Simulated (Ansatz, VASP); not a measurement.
## One calculation of BaTiO3, two programs

```
Ba Ti O
1.0
     4.09808    0.00000    0.00000
     0.00000    4.09808    0.00000
     0.00000    0.00000    4.09808
Ba Ti O
1 1 3
Direct
  0.50000 0.50000 0.50000
  0.00000 0.00000 0.00000
  0.50000 0.00000 0.00000
  0.00000 0.50000 0.00000
  0.00000 0.00000 0.50000
```

Alike in both runs: task single point; functional PBE; k mesh 6 × 6 × 6; no spin polarisation.

|  | VASP | Ansatz |
| --- | --- | --- |
| version | VASP 6.6.1 | Ansatz 0.2.0 |
| potentials or method | VASP PAW PBE potentials, release 64 (Ba_sv, Ti_sv, O) | plane waves, PAW |
| plane-wave cutoff (eV) | 520 | 420 |
| occupations | gaussian, width 0.01 eV | fixed |
| valence electrons in the cell | 40 | 40 |

```tsv
	VASP	Ansatz	Ansatz less VASP
gap on the k mesh at the Fermi level (eV)	1.60	1.66	+0.057
pressure (GPa)	-6.9	-8.3	-1.38
```

Neither program's run includes spin-orbit coupling.
